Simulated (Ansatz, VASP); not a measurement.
## One calculation of SnSe, two programs

```
CELL_PARAMETERS angstrom
0.00000 2.96932 2.96932
2.96932 0.00000 2.96932
2.96932 2.96932 0.00000
ATOMIC_POSITIONS crystal
Sn 0.00000 0.00000 0.00000
Se 0.50000 0.50000 0.50000
```

Change from the starting cell: volume scaled by 0.96, PAW files.

Alike in both runs: task electric field gradients; functional LDA; k mesh 9 × 9 × 9; occupations fermi-dirac, width 0.02 eV; no spin polarisation.

|  | VASP | Ansatz |
| --- | --- | --- |
| version | VASP 6.6.1 | Ansatz 0.2.0 |
| potentials or method | VASP PAW LDA potentials, release 64 (Sn_d, Se) | PAW with Ansatz's default frozen-core files, scalar-relativistic |
| plane-wave cutoff (eV) | 520 | 420 |
| valence electrons in the cell | 20 | 30 |

```csv
,VASP,Ansatz,Ansatz less VASP
pressure (GPa),-1.1,-1.2,-0.09
```

LDA's correlation is that of Perdew and Zunger in VASP and of Perdew and Wang (1992) in Ansatz. VASP's potentials hold 20 valence electrons a cell and Ansatz's 30, so a difference there can come from the potentials and not from the codes.
